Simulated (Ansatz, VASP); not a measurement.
## Two plane-wave programs on CdRu2

The input POSCAR:

```
CdRu2
1.0
    0.0000000000      3.6896227797      3.6896227797
    3.6896227797      0.0000000000      3.6896227797
    3.6896227797      3.6896227797      0.0000000000
Cd Ru
2 4
Direct
    0.0000000000      0.0000000000      0.0000000000
    0.2500000000      0.2500000000      0.2500000000
    0.6250000000      0.6250000000      0.6250000000
    0.1250000000      0.6250000000      0.6250000000
    0.6250000000      0.6250000000      0.1250000000
    0.6250000000      0.1250000000      0.6250000000
```

File INCAR.step1:

```
SYSTEM = CdRu2
PREC = Accurate
ENCUT = 660
ISMEAR = 0
SIGMA = 0.1
LREAL = .False.
LASPH = .True.
NELM = 120
GGA = PE
ALGO = Normal
EDIFF = 1E-5
LWAVE = .True.
LCHARG = .False.
GGA_COMPAT = .False.
IBRION = 2
ISIF = 3
EDIFFG = -0.005
NELMIN = 4
NSW = 100
```

File INCAR.step2:

```
SYSTEM = CdRu2
PREC = Accurate
ENCUT = 660
EDIFF = 1E-7
ISMEAR = 0
SIGMA = 0.1
LREAL = .False.
LASPH = .True.
NELM = 120
ALGO = Normal
ISIF = 3
LWAVE = .False.
LCHARG = .False.
METAGGA = R2SCAN
LMIXTAU = .True.
IBRION = 2
NSW = 90
EDIFFG = -0.04
ISTART = 1
GGA_COMPAT = .False.
NELMIN = 4
```

Contents of KPOINTS:

```
regular mesh
0
Gamma
  4 4 4
  0 0 0
```

Input for Ansatz:

```yaml
crystal:
  lattice:
    - [0.0, 3.6896227797, 3.6896227797]
    - [3.6896227797, 0.0, 3.6896227797]
    - [3.6896227797, 3.6896227797, 0.0]
  atoms:
    - { symbol: Cd, position: [0.0, 0.0, 0.0] }
    - { symbol: Cd, position: [0.25, 0.25, 0.25] }
    - { symbol: Ru, position: [0.625, 0.625, 0.625] }
    - { symbol: Ru, position: [0.125, 0.625, 0.625] }
    - { symbol: Ru, position: [0.625, 0.625, 0.125] }
    - { symbol: Ru, position: [0.625, 0.125, 0.625] }
basis:
  ecutwfc: 500
kpoints:
  mp_grid: { grid: [4, 4, 4] }
hamiltonian:
  xc: r2scan
scf:
  occupations: { method: gaussian, width: 0.1 }
  lower_state_search: "off"
output:
  forces: true
  stress: true
  eigenvalues: true
relax:
  adjacent_minimum: "off"
  f_tol: 0.04
  max_steps: 70
  cell: { stress_tol: 0.4 }
```

Alike in both runs: task relaxation of cell and atoms; functional r2SCAN; k mesh 4 × 4 × 4; occupations gaussian, width 0.1 eV; no spin polarisation.

```csv
,VASP,Ansatz
version,VASP 6.6.1,Ansatz 0.2.0
potentials or method,"VASP PAW PBE potentials, release 64 (Cd_sv_GW, Ru_sv), cutoff 660 eV","scalar-relativistic, plane waves, PAW"
valence electrons in the cell,104,104
```

```tsv
	VASP	Ansatz	Ansatz less VASP
gap on the k mesh at the Fermi level, each at its own relaxed structure (eV)	none	none	-
relaxed volume (Å³/atom)	16.11	16.09	-0.021
relaxed length of the cell vector where the two differ most in proportion (Å)	5.151	5.149	-0.0022
```

VASP's potentials were made for PBE, not for r2SCAN. A gap of «none» marks a metal or a gap that the smearing closes.

The k mesh is coarse, so the values compare programs but aren't converged.
